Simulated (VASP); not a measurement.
A run of VASP 6.6.1 is set up as follows.

The input INCAR:

```
SYSTEM = BAs
ALGO     = Normal         ! electronic algorithm
EDIFF    = 1E-6           ! SCF threshold, eV
ENCUT    = 500            ! plane-wave cutoff, eV
GGA      = PE             ! functional
GGA_COMPAT= .FALSE.      
ISIF     = 2              ! what is computed and relaxed
ISMEAR   = 0              ! smearing method
LASPH    = .TRUE.         ! aspherical terms in the spheres
LCHARG   = .FALSE.        ! write CHGCAR
LREAL    = .FALSE.        ! projectors in reciprocal space
LWAVE    = .FALSE.        ! write WAVECAR
NBANDS   = 11             ! bands
NELM     = 120            ! most SCF steps
PREC     = Accurate       ! precision mode
SIGMA    = 0.02           ! smearing width, eV
```

Contents of KPOINTS:

```
k-points
0
G
  10 10 10
  0 0 0
```

POSCAR

```
BAs
1.0
    0.0000000000      2.3131270700      2.3131270700
    2.3131270700      0.0000000000      2.3131270700
    2.3131270700      2.3131270700      0.0000000000
B As
1 1
Direct
    0.0000000000      0.0000000000      0.0000000000
    0.2500000000      0.2500000000      0.2500000000
```

Potentials or basis: VASP PAW PBE potentials, release 64 (B, As).

The run is started by

```sh
$ cat potpaw_PBE.64/B/POTCAR potpaw_PBE.64/As/POTCAR > POTCAR
$ mpirun -np 1 vasp_std > vasp.out
```

Q: What does it give for the band gap on the k mesh?

A: 1.07 eV, indirect (least direct gap 3.41 eV).

Q: Estimate the pressure.

A: 20.5 GPa.

A k mesh can miss the band edges. PBE gaps usually lie below the measured ones, often by a third to a half.
